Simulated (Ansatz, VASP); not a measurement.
K: VASP beside Ansatz

INCAR

```
PREC = Accurate
ENCUT = 500
EDIFF = 1E-6
ISMEAR = 1
SIGMA = 0.05
LREAL = False
LASPH = True
NELM = 200
ALGO = Normal
ISIF = 2
LWAVE = False
LCHARG = False
ISPIN = 2
MAGMOM = -0.47
LORBIT = 11
GGA = PE
IVDW = 13
NBANDS = 14
GGA_COMPAT = False
```

Contents of KPOINTS:

```
Automatic mesh
0
Gamma
  7 7 7
```

POSCAR

```
K
1.0
   -2.6611005540      2.6611005540      2.6611005540
    2.6611005540     -2.6611005540      2.6611005540
    2.6611005540      2.6611005540     -2.6611005540
K
1
Direct
    0.0000000000      0.0000000000      0.0000000000
```

Contents of input.yaml:

```yaml
crystal:
  lattice:
    - [-2.661100554, 2.661100554, 2.661100554]
    - [2.661100554, -2.661100554, 2.661100554]
    - [2.661100554, 2.661100554, -2.661100554]
  atoms:
    - { symbol: K, position: [0.0, 0.0, 0.0], spin: -0.47 }
hamiltonian:
  xc: pbe
  pseudopotentials: { kind: paw, partial_waves: polarizable }
  dispersion: d4
magnetization:
  spin_polarized: true
kpoints:
  mp_grid: { grid: [7, 7, 7] }
scf:
  occupations: { method: cold, width: 0.05 }
output:
  forces: true
  stress: true
  eigenvalues: true
  write_density: true
  write_potential: true
  elf: true
  volumetric_format: npy
```

Alike in both runs: task single point; functional PBE; dispersion D4; k mesh 7 × 7 × 7; collinear spin.

|  | VASP | Ansatz |
| --- | --- | --- |
| version | VASP 6.6.1 | Ansatz 0.2.0 |
| potentials or method | VASP PAW PBE potentials, release 64 (K_sv) | Ansatz PAW polarizable |
| plane-wave cutoff (eV) | 500 | 420 |
| occupations | methfessel-paxton of order 1, width 0.05 eV | cold, width 0.05 eV |
| valence electrons in the cell | 9 | 9 |

```csv
,VASP,Ansatz,Ansatz less VASP
gap on the k mesh at the Fermi level (eV),none,none,-
pressure (GPa),-0.2,-0.2,+0.01
net moment per atom (μB),0.04,0.05,+0.011
```

A gap of «none» marks a metal or a gap that the smearing closes.
